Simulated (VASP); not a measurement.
Set up this calculation in VASP 6.6.1, as the native input.

```yaml
Task: single point
Functional: PBE
Potentials_or_basis: VASP PAW PBE potentials, release 64 (Ge_d)
Cutoff: 520 eV
k_mesh: 12 × 12 × 12
Occupations: fermi-dirac, width 0.05 eV
Spin: no spin polarisation
Dipole_correction: no
Further_INCAR_settings: ALGO = Normal; EDIFF = 1e-06; NBANDS = 21
```

The structure of Ge lies in POSCAR:

```
Ge
1.0
    0.0000000000      2.6650994526      2.6650994526
    2.6650994526      0.0000000000      2.6650994526
    2.6650994526      2.6650994526      0.0000000000
Ge
2
Direct
   -0.1250000000     -0.1250000000     -0.1250000000
    0.1250000000      0.1250000000      0.1250000000
```

The input as run:

INCAR

```
PREC = Accurate
ENCUT = 520
EDIFF = 1E-6
ISMEAR = -1
SIGMA = 0.05
LREAL = F
LASPH = T
NELM = 80
ALGO = Normal
ISIF = 2
LWAVE = F
LCHARG = F
GGA = PE
NBANDS = 21
```

KPOINTS

```
regular mesh
0
Gamma
  12 12 12
```

Potentials or basis: VASP PAW PBE potentials, release 64 (Ge_d).

Launch:

```bash
$ cat potpaw_PBE.64/Ge_d/POTCAR > POTCAR
$ mpirun -np 1 vasp_std > vasp.out
```

Results of the run:

```json
{"Pressure": "23.9 GPa", "Band gap on the k mesh": "0.27 eV (least direct gap 1.78 eV)"}
```

Caveat: the cell stands under pressure.

Wall time 27 s on 1 thread of AMD EPYC 7R13 Processor (Zen 3), on a shared host, peak memory 0.15 GiB.
